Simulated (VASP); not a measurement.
# Au12I in VASP: notebook, part 2 of 2

VASP 6.6.1.

### Step 5. Single point, PBE

Contents of INCAR:

```
SYSTEM = Au12I
PREC = Accurate ; ENCUT = 520
EDIFF = 1E-6 ; ISMEAR = -1
SIGMA = 0.05 ; LREAL = .False.
LASPH = .True. ; NELM = 100
ALGO = Normal ; ISIF = 2
LWAVE = .False. ; LCHARG = .False.
GGA = PE ; NBANDS = 82
```

Contents of KPOINTS:

```
regular mesh
0
Gamma
  3 3 1
  0 0 0
```

Contents of POSCAR:

```
Au12I
1.0
    5.7699910000      0.0000000000      0.0000000000
    2.8849960000      4.9969590000      0.0000000000
    0.0000000000      0.0000000000     16.7111780000
Au I
12 1
Direct
    0.1666696938      0.1666613634      0.0598401860
    0.6666704737      0.1666613634      0.0598401860
    0.1666679892      0.6666654659      0.0598401860
    0.6666687691      0.6666654659      0.0598401860
   -0.2109133983      0.3310813637      0.2259385903
    0.2918702577      0.3079072692      0.2122052676
   -0.2270476289      0.8310454418      0.2201161402
    0.2551190928      0.8195384433      0.2385947897
   -0.0412857175      0.0715835371      0.3950469560
    0.3965823047      0.1137691944      0.3732471762
   -0.1321665260      0.6015258480      0.3750004937
    0.3849354682      0.6173754878      0.3896374032
    0.5672421007      0.3597988296      0.5320271258
```

Potentials or basis: VASP PAW PBE potentials, release 64 (Au, I).

On the command line:

```
$ cat potpaw_PBE.64/Au/POTCAR potpaw_PBE.64/I/POTCAR > POTCAR
$ mpirun -np 1 vasp_std > vasp.out
```

OUTCAR:

```text
SYSTEM = Au12I
   PREC = Accurate
   ENCUT = 520
   EDIFF = 1E-6
   ISMEAR = -1
   LREAL = .False.
   LASPH = .True.
   NELM = 100
   ISIF = 2
   GGA = PE

 ion  position               nearest neighbor table
   1  0.167  0.167  0.060-   6 2.87   3 2.88   4 2.88   2 2.88   2 2.89   4 2.89   3 2.89   5 3.36
                             8 3.49
   2  0.667  0.167  0.060-   3 2.88   4 2.88   1 2.88   1 2.89   3 2.89   4 2.89   5 3.13   6 3.17
                             7 3.18
   3  0.167  0.667  0.060-   2 2.88   1 2.88   4 2.88   4 2.89   2 2.89   1 2.89   6 3.13   8 3.23
                             7 3.33
   4  0.667  0.667  0.060-   2 2.88   1 2.88   3 2.88   3 2.89   1 2.89   2 2.89   7 3.01   5 3.25

   5  0.789  0.331  0.226-   8 2.84   7 2.84   6 2.85   7 2.93   6 2.95   8 2.97  11 3.09   9 3.12
                             2 3.13   4 3.25   1 3.36  12 3.43
   6  0.292  0.308  0.212-   7 2.77   5 2.85  10 2.86   1 2.87   8 2.89   5 2.95   8 2.96   7 3.01
                             3 3.13   2 3.17  11 3.48
   7  0.773  0.831  0.220-   8 2.77   6 2.77  11 2.83   5 2.84   5 2.93   4 3.01   6 3.01   8 3.04
                             2 3.18  10 3.22   3 3.33
   8  0.255  0.820  0.239-  12 2.72   7 2.77   5 2.84   6 2.89   6 2.96   5 2.97   7 3.04   9 3.06
                            10 3.16   3 3.23   1 3.49
   9  0.959  0.072  0.395-  12 2.55  10 2.68  11 2.85  11 3.03  13 3.06   8 3.06   5 3.12  10 3.15
                            12 3.23
  10  0.397  0.114  0.373-   9 2.68  11 2.84   6 2.86  12 2.89  12 2.91  11 2.94   9 3.15   8 3.16
                             7 3.22  13 3.38
  11  0.868  0.602  0.375-  12 2.75   7 2.83  10 2.84   9 2.85  10 2.94   9 3.03  12 3.04   5 3.09
                             6 3.48
  12  0.385  0.617  0.390-   9 2.55  13 2.72   8 2.72  11 2.75  10 2.89  10 2.91  11 3.04   9 3.23
                             5 3.43
  13  0.567  0.360  0.532-  12 2.72   9 3.06  10 3.38

  LATTYP: Found a hexagonal cell.
 ALAT       =     5.7699914357
 C/A-ratio  =     2.8962223231

  Lattice vectors:

 A1 = (  -2.8849960000,  -4.9969590000,   0.0000000000)
 A2 = (   5.7699910000,   0.0000000000,   0.0000000000)
 A3 = (   0.0000000000,   0.0000000000,  16.7111780000)

Analysis of symmetry for initial positions (statically):
=====================================================================
 Subroutine PRICEL returns:
 Original cell was already a primitive cell.

 Routine SETGRP: Setting up the symmetry group for a
 hexagonal supercell.

 Subroutine GETGRP returns: Found  1 space group operations
 (whereof  1 operations were pure point group operations)
 out of a pool of 24 trial point group operations.

The static configuration has the point symmetry C_1 .

Analysis of symmetry for dynamics (positions and initial velocities):
=====================================================================
 Subroutine PRICEL returns:
 Original cell was already a primitive cell.

 Routine SETGRP: Setting up the symmetry group for a
 hexagonal supercell.

 Subroutine GETGRP returns: Found  1 space group operations
 (whereof  1 operations were pure point group operations)
 out of a pool of 24 trial point group operations.

The dynamic configuration has the point symmetry C_1 .

 Subroutine INISYM returns: Found  1 space group operations
 (whereof  1 operations are pure point group operations),
 and found     1 'primitive' translations

----------------------------------------------------------------------------------------

[... 84 lines left out ...]
 SYSTEM =  Au12I
   PREC   = accura    normal or accurate (medium, high low for compatibility)
   ISTART =      0    job   : 0-new  1-cont  2-samecut
   ICHARG =      2    charge: 1-file 2-atom 10-const
   ISPIN  =      1    spin polarized calculation?
   LNONCOLLINEAR =      F non collinear calculations
   LSORBIT =      F    spin-orbit coupling
   LASPH  =      T    aspherical Exc in radial PAW
   ENCUT  =  520.0 eV  38.22 Ry    6.18 a.u.  10.73 10.73 31.07*2*pi/ulx,y,z
   NELM   =    100;   NELMIN=  2; NELMDL= -5     # of ELM steps
   EDIFF  = 0.1E-05   stopping-criterion for ELM
   LREAL  =      F    real-space projection
   EDIFFG = 0.1E-04   stopping-criterion for IOM
   NSW    =      0    number of steps for IOM
   IBRION =     -1    ionic relax: 0-MD 1-quasi-New 2-CG
   NFREE  =      0    steps in history (QN), initial steepest desc. (CG)
   ISIF   =      2    stress and relaxation
   ISYM   =      2    0-nonsym 1-usesym 2-fastsym
   POTIM  = 0.5000    time-step for ionic-motion
   TEBEG  =    0.0;   TEEND  =   0.0 temperature during run
   PSTRESS=    0.0 pullay stress
   NELECT =     139.0000    total number of electrons
   NUPDOWN=      -1.0000    fix difference up-down
   EMIN   =  10.00;   EMAX   =-10.00  energy-range for DOS
   EFERMI =   0.00;   METHOD = LEGACY
   ISMEAR =    -1;   SIGMA  =   0.05  broadening in eV -4-tet -1-fermi 0-gaus
   EFERMI_NEDOS =   21; number of points for ismear=-14 and -15
   IALGO  =     38    algorithm
   IMIX   =      4    mixing-type and parameters
     AMIX     =   0.40;   BMIX     =  1.00
     AMIX_MAG =   1.60;   BMIX_MAG =  1.00
  volume/ion in A,a.u.               =      37.06       250.12
  Fermi-wavevector in a.u.,A,eV,Ry     =   1.081726  2.044165 15.920588  1.170130
  Thomas-Fermi vector in A             =   2.217749
   LORBIT       =      0    0 simple, 1 ext, 2 COOP (PROOUT), +10 PAW based schemes
   GGA     = PE    functional components
   LHFCALC =     F    Hartree Fock is set to
   AEXX    =    0.0000 exact exchange contribution
   IVDW    =     0    specifies the selected vdW correction
   LEPSILON=     F    determine dielectric tensor
   LRPA    =     F    only Hartree local field effects (RPA)
 non-spin polarized calculation
  energy-cutoff  :      520.00
  volume of cell :      481.82
 maximum number of plane-waves:     13047
 NGX is ok and might be reduce to    48
   NGX = 21   NGY = 21   NGZ = 63

 number of electron     139.0000015 magnetization

 Free energy of the ion-electron system (eV)
  ---------------------------------------------------
  ext. energy  EPLUGINS =         0.00000000
  ---------------------------------------------------
  free energy    TOTEN  =       -37.48261554 eV

  energy without entropy =      -37.40821343  energy(sigma->0) =      -37.44541449

 E-fermi :   1.7859     XC(G=0):  -7.3006

 val. band max:        1.7018802735   @ k =  -0.3333   0.3333   0.0000
 cond. band min:       1.7902744875   @ k =  -0.3333   0.3333   0.0000
 fundamental gap:      0.0883942140
 Fermi energy:         1.7859251146

 k-point     1 :       0.0000    0.0000    0.0000
  band No.  band energies     occupation
      1     -10.7430      2.00000
      2      -6.6351      2.00000
      3      -5.6762      2.00000
      4      -5.2100      2.00000
      5      -4.6121      2.00000
      6      -4.5948      2.00000
[... 409 lines left out ...]
     80       6.6394      0.00000
     81       6.8586      0.00000
 [bands above 81 left out]

------------------------ aborting loop because EDIFF is reached ----------------------------------------

  FORCE on cell =-STRESS in cart. coord.  units (eV):
  Direction    XX          YY          ZZ          XY          YZ          ZX
  --------------------------------------------------------------------------------------
  -------------------------------------------------------------------------------------
  Total      -10.4902269     -9.5627092      0.5813915     -1.2986762     -1.2083668     -0.0046550
  in kB      -34.8824898    -31.7982739      1.9332646     -4.3184060     -4.0181058     -0.0154791
  external PRESSURE =     -21.5824997 kB  Pullay stress =       0.0000000 kB

 VOLUME and BASIS-vectors are now :
 -----------------------------------------------------------------------------
  energy-cutoff  :      520.00
  volume of cell :      481.82
      direct lattice vectors                 reciprocal lattice vectors
     5.769991000  0.000000000  0.000000000     0.173310496 -0.100060874  0.000000000
     2.884996000  4.996959000  0.000000000     0.000000000  0.200121714  0.000000000
     0.000000000  0.000000000 16.711178000     0.000000000  0.000000000  0.059840186

 POSITION                                       TOTAL-FORCE (eV/Angst)
 -----------------------------------------------------------------------------------
      1.44250      0.83280      1.00000        -0.154806     -0.132868     -0.169958
      4.32750      0.83280      1.00000         0.065691     -0.036021      0.110169
      2.88500      3.33130      1.00000         0.041318      0.104836      0.072251
      5.77000      3.33130      1.00000        -0.048700     -0.011419     -0.036749
      5.50819      1.65440      3.77570        -0.335345      0.074270     -0.088494
      2.57240      1.53860      3.54620         0.099520      0.371756      0.108589
      6.85749      4.15270      3.67840        -0.103541     -0.034349     -0.075277
      3.83640      4.09520      3.98720         0.426068     -0.032572     -0.227883
      5.73829      0.35770      6.60170        -1.755722      1.397282      0.153305
      2.61650      0.56850      6.23740         0.731717      0.099491      0.071169
      6.74279      3.00580      6.26670         0.695951      0.009236     -0.033065
      4.00220      3.08500      6.51130         0.272222     -1.558606      0.157228
      4.31100      1.79790      8.89080         0.065627     -0.251037     -0.041286
 -----------------------------------------------------------------------------------
    total drift:                                0.000152      0.000309     -0.000644

  FREE ENERGIE OF THE ION-ELECTRON SYSTEM (eV)
  ---------------------------------------------------
  free  energy   TOTEN  =       -37.4826155433 eV

  energy  without entropy=      -37.4082134287  energy(sigma->0) =      -37.44541449
```

It took 5.3 min on 1 thread of Intel Xeon 6975P-C (Granite Rapids), shared host; peak memory 0.62 GiB.

Results:

```yaml
Free_energy: -37.4826 eV
Largest_force: 2.249 eV/Å
Band_gap_on_the_k_mesh: zero (an odd number of electrons rules out a gap without spin polarisation)
```

Forces on the atoms (eV/Å):
```
Au  -0.155 -0.133 -0.170
Au   0.066 -0.036  0.110
Au   0.041  0.105  0.072
Au  -0.049 -0.011 -0.037
Au  -0.335  0.074 -0.088
Au   0.100  0.372  0.109
Au  -0.104 -0.034 -0.075
Au   0.426 -0.033 -0.228
Au  -1.756  1.397  0.153
Au   0.732  0.099  0.071
Au   0.696  0.009 -0.033
Au   0.272 -1.559  0.157
I    0.066 -0.251 -0.041
```

Caveat: the k points lie up to 0.42 Å⁻¹ apart, too coarse for converged energies and pressures of a metal; the atoms stand as in a frame of molecular dynamics; there is no dipole correction, which matters where the two faces differ; spin-orbit coupling is left out, which moves the levels of the heavy elements; an odd number of electrons without spin polarisation forces a metal; a magnetic or distorted state may lie lower.

### Step 6. Single point, PBE

Contents of INCAR:

```
PREC = Accurate
ENCUT = 520
EDIFF = 1E-6
ISMEAR = -1
SIGMA = 0.05
LREAL = False
LASPH = True
NELM = 100
ALGO = Normal
ISIF = 2
LWAVE = False
LCHARG = False
GGA = PE
NBANDS = 82
```

Contents of KPOINTS:

```
regular mesh
0
Gamma
  3 3 1
```

Contents of POSCAR:

```
Au12I
1.0
    5.7699910000      0.0000000000      0.0000000000
    2.8849960000      4.9969590000      0.0000000000
    0.0000000000      0.0000000000     16.7111780000
Au I
12 1
Direct
    0.1666696938      0.1666613634      0.0598401860
    0.6666704737      0.1666613634      0.0598401860
    0.1666679892      0.6666654659      0.0598401860
    0.6666687691      0.6666654659      0.0598401860
   -0.2133686348      0.2686433889      0.2176387565
    0.2741437724      0.3227362882      0.2359079653
   -0.1946266811      0.8007270022      0.2188535123
    0.3096928120      0.8116736599      0.2075796213
   -0.0971324222      0.1113877460      0.3849279805
    0.4033990940      0.0947976559      0.3954897734
   -0.0556291170      0.5776713397      0.3738754982
    0.4233648334      0.6108114956      0.3828156220
    0.6961872647      0.3593785740      0.5358987858
```

Potentials or basis: VASP PAW PBE potentials, release 64 (Au, I).

On the command line:

```
$ cat potpaw_PBE.64/Au/POTCAR potpaw_PBE.64/I/POTCAR > POTCAR
$ mpirun -np 1 vasp_std > vasp.out
```

OUTCAR:

```text
PREC = Accurate
   ENCUT = 520
   EDIFF = 1E-6
   ISMEAR = -1
   LREAL = False
   LASPH = True
   NELM = 100
   ISIF = 2
   GGA = PE

 ion  position               nearest neighbor table
   1  0.167  0.167  0.060-   3 2.88   4 2.88   2 2.88   2 2.89   4 2.89   3 2.89   8 3.05   6 3.23
                             5 3.29
   2  0.667  0.167  0.060-   5 2.86   3 2.88   4 2.88   1 2.88   1 2.89   3 2.89   4 2.89   7 3.24
                             6 3.54
   3  0.167  0.667  0.060-   8 2.86   2 2.88   1 2.88   4 2.88   4 2.89   2 2.89   1 2.89   7 3.22
                             6 3.43
   4  0.667  0.667  0.060-   2 2.88   1 2.88   3 2.88   3 2.89   1 2.89   2 2.89   7 2.99   8 3.05
                             5 3.33
   5  0.787  0.269  0.218-   7 2.65   6 2.83   8 2.85   2 2.86   9 2.91   8 2.97   6 3.00   7 3.13
                             1 3.29   4 3.33  12 3.43  11 3.53
   6  0.274  0.323  0.236-   7 2.75   5 2.83  11 2.88   8 2.89  10 2.90   8 2.97   5 3.00   7 3.05
                             1 3.23  12 3.31   3 3.43   2 3.54
   7  0.805  0.801  0.219-   5 2.65   6 2.75  11 2.82   8 2.84   8 2.95   4 2.99   6 3.05   5 3.13
[... 627 lines left out ...]

  FORCE on cell =-STRESS in cart. coord.  units (eV):
  Direction    XX          YY          ZZ          XY          YZ          ZX
  --------------------------------------------------------------------------------------
  -------------------------------------------------------------------------------------
  Total      -12.4941464    -11.2322801     -0.1014609     -0.0312135      0.1527671      0.2508305
  in kB      -41.5459969    -37.3499925     -0.3373817     -0.1037924      0.5079867      0.8340707
  external PRESSURE =     -26.4111237 kB  Pullay stress =       0.0000000 kB

 VOLUME and BASIS-vectors are now :
 -----------------------------------------------------------------------------
  energy-cutoff  :      520.00
  volume of cell :      481.82
      direct lattice vectors                 reciprocal lattice vectors
     5.769991000  0.000000000  0.000000000     0.173310496 -0.100060874  0.000000000
     2.884996000  4.996959000  0.000000000     0.000000000  0.200121714  0.000000000
     0.000000000  0.000000000 16.711178000     0.000000000  0.000000000  0.059840186

 POSITION                                       TOTAL-FORCE (eV/Angst)
 -----------------------------------------------------------------------------------
      1.44250      0.83280      1.00000         0.108316      0.113020     -0.011495
      4.32750      0.83280      1.00000        -0.178562     -0.024560     -0.158446
      2.88500      3.33130      1.00000        -0.198854     -0.197645     -0.233683
      5.77000      3.33130      1.00000         0.070597     -0.012838     -0.046946
      5.31389      1.34240      3.63700         0.662733      1.010922      0.210742
      2.51290      1.61270      3.94230         0.140245     -0.359388     -0.185335
      6.95709      4.00120      3.65730        -0.641243     -0.305057     -0.005011
      4.12860      4.05590      3.46890         0.133537     -0.235450      0.629954
      5.53089      0.55660      6.43260        -0.143460     -0.546082      0.000787
      2.60110      0.47370      6.60910         0.595858     -0.185123     -0.185840
      7.11559      2.88660      6.24790        -0.145268      0.714622      0.217779
      4.20500      3.05220      6.39730        -0.344673      0.012244     -0.101873
      5.05380      1.79580      8.95550        -0.059227      0.015335     -0.130634
 -----------------------------------------------------------------------------------
    total drift:                                0.000374     -0.000347     -0.000534

  FREE ENERGIE OF THE ION-ELECTRON SYSTEM (eV)
  ---------------------------------------------------
  free  energy   TOTEN  =       -37.4349752081 eV

  energy  without entropy=      -37.3672287305  energy(sigma->0) =      -37.40110197
```

It took 4.8 min on 1 thread of Intel Xeon 6975P-C (Granite Rapids), shared host; peak memory 0.65 GiB.

Results:

* Free energy: -37.4350 eV
* Largest force: 1.227 eV/Å
* Band gap on the k mesh: zero (an odd number of electrons rules out a gap without spin polarisation)

Forces in eV/Å, atoms in the order of the input:
```
Au   0.108  0.113 -0.011
Au  -0.179 -0.025 -0.158
Au  -0.199 -0.198 -0.234
Au   0.071 -0.013 -0.047
Au   0.663  1.011  0.211
Au   0.140 -0.359 -0.185
Au  -0.641 -0.305 -0.005
Au   0.134 -0.235  0.630
Au  -0.143 -0.546  0.001
Au   0.596 -0.185 -0.186
Au  -0.145  0.715  0.218
Au  -0.345  0.012 -0.102
I   -0.059  0.015 -0.131
```

Levels at points of the mesh, in eV from the Fermi level:
| k point | band 67 | band 68 | band 69 | band 70 | band 71 | band 72 |
| --- | --- | --- | --- | --- | --- | --- |
| (0.00, 0.00, 0.00) | -1.03 | 0.19 | 0.34 | 0.50 | 0.66 | 0.98 |

Caveat: the k points lie up to 0.42 Å⁻¹ apart, too coarse for converged energies and pressures of a metal; the atoms stand as in a frame of molecular dynamics; there is no dipole correction, which matters where the two faces differ; spin-orbit coupling is left out, which moves the levels of the heavy elements; an odd number of electrons without spin polarisation forces a metal; a magnetic or distorted state may lie lower.

### Step 7. The runs side by side

```csv
cell,gap on the mesh (eV),largest force (eV/Å)
"as given, atomic positions A",none,0.75
"as given, atomic positions B",none,0.83
"as given, atomic positions C",none,0.85
"as given, atomic positions D",none,2.25
"as given, atomic positions E",none,1.23
```

Alike in all rows: task single point; level PBE; potentials or basis VASP PAW PBE potentials, release 64 (Au, I); no spin polarisation; k mesh 3 × 3 × 1; cutoff (eV) 520; smearing fermi-dirac 0.05 eV.

Caveats: all runs use coarse meshes; there is no dipole correction, which matters where the two faces differ; spin-orbit coupling is left out, which moves the levels of the heavy elements; an odd number of electrons without spin polarisation forces a metal; a magnetic or distorted state may lie lower; the atoms stand as in a frame of molecular dynamics (at least some runs).

Total energies depend on the potentials used, so only differences within one code and one set of settings carry meaning.

The gap in the log of VASP goes by the Fermi energy; the results here count the filled bands.